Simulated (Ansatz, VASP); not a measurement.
## Sn in VASP and in Ansatz

```
Sn
1.0
     0.00000    3.22382    3.22382
     3.22382    0.00000    3.22382
     3.22382    3.22382    0.00000
Sn
2
Direct
  0.50000 0.50000 0.50000
  0.75000 0.75000 0.75000
```

Change from the starting cell: volume scaled by 0.98, crystal datasets.

Alike in both runs: task electric field gradients; functional PBEsol; k mesh 11 × 11 × 11; occupations fermi-dirac, width 0.05 eV; no spin polarisation.

|  | VASP | Ansatz |
| --- | --- | --- |
| version | VASP 6.6.1 | Ansatz 0.2.0 |
| potentials or method | VASP PAW PBE potentials, release 64 (Sn_d), cutoff 520 eV | all-electron PAW with datasets made for the crystal, scalar-relativistic |

```csv
,VASP,Ansatz,Ansatz less VASP
pressure (GPa),1.9,2.0,+0.07
```

VASP's potentials were made for PBE, not for PBEsol. Ansatz ran all-electron here, and VASP with PAW potentials.
